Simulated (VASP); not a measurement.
A run of VASP 6.6.1 is set up as follows.

File INCAR:

```
PREC     = Accurate       # precision mode
ENCUT    = 520            # plane-wave cutoff, eV
EDIFF    = 1E-6           # SCF threshold, eV
ISMEAR   = 0              # smearing method
SIGMA    = 0.15           # smearing width, eV
LREAL    = F              # projectors in reciprocal space
LASPH    = T              # aspherical terms in the spheres
NELM     = 100            # most SCF steps
ALGO     = Normal         # electronic algorithm
ISIF     = 2              # what is computed and relaxed
LWAVE    = F              # write WAVECAR
LCHARG   = T              # write CHGCAR
GGA      = PE             # functional
LELF     = T              # ELF
LVHAR    = T            
NBANDS   = 11             # bands
```

File KPOINTS:

```
Automatic mesh
0
Gamma
  14 14 14
```

File POSCAR:

```
Ca
1.0
    0.0000000000      2.5706640000      2.9059680000
    2.5706640000      0.0000000000      2.9059680000
    2.5706640000      2.5706640000      0.0000000000
Ca
1
Direct
    0.0000000000      0.0000000000      0.0000000000
```

Potentials or basis: VASP PAW PBE potentials, release 64 (Ca_sv).

Run with:

```bash
$ cat potpaw_PBE.64/Ca_sv/POTCAR > POTCAR
$ mpirun -np 1 vasp_std > vasp.out
```

Predict the band gap on the k mesh.

zero (bands 5 and 6 overlap by 0.23 eV).

Predict the pressure.

1.8 GPa.

Stress tensor (GPa, compression positive):
```
2.40 0.00 0.00
0.00 2.40 0.00
0.00 0.00 0.74
```

Caveat: the cell differs from its parent crystal (strain -0.080 along x and y, +0.040 along z).
